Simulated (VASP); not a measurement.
Runs of VASP 6.6.1 on W. Symmetry: Im-3m, No. 229, cubic system. The conventional cell has a = 3.184 Å, b = 3.184 Å, c = 3.184 Å, α = 90.00°, β = 90.00°, γ = 90.00°. W (site symmetry m-3m) has 14 W at 2.76 to 3.18 Å within 3.6 Å. 

| level | spin | k mesh | smearing | gap on the mesh (eV) | pressure (GPa) |
| --- | --- | --- | --- | --- | --- |
| PBEsol | collinear, zero start | 18 × 18 × 18 | gaussian 0.1 eV | none | -8.0 |
| PBE | off | 20 × 20 × 20 | gaussian 0.15 eV | none | 0.5 |
| PBE | off | 18 × 18 × 18 | gaussian 0.1 eV | none | (a) |
| PBE | off | 22 × 22 × 22 | gaussian 0.15 eV | none | 0.6 |

Alike in all rows: task single point; potentials or basis VASP PAW PBE potentials, release 64 (W_sv); cell as given; cutoff (eV) 520.

Question: Fill in the values left out.

Answer: (a) 0.4.

Caveats: spin-orbit coupling is left out, which moves the levels of the heavy elements; the PAW data sets were made with another functional, which shifts forces and pressure a little (some runs).

A k mesh can miss the band edges, and the runs leave out spin-orbit coupling on W.

A gap of «none» marks levels without a gap at the run's occupations.
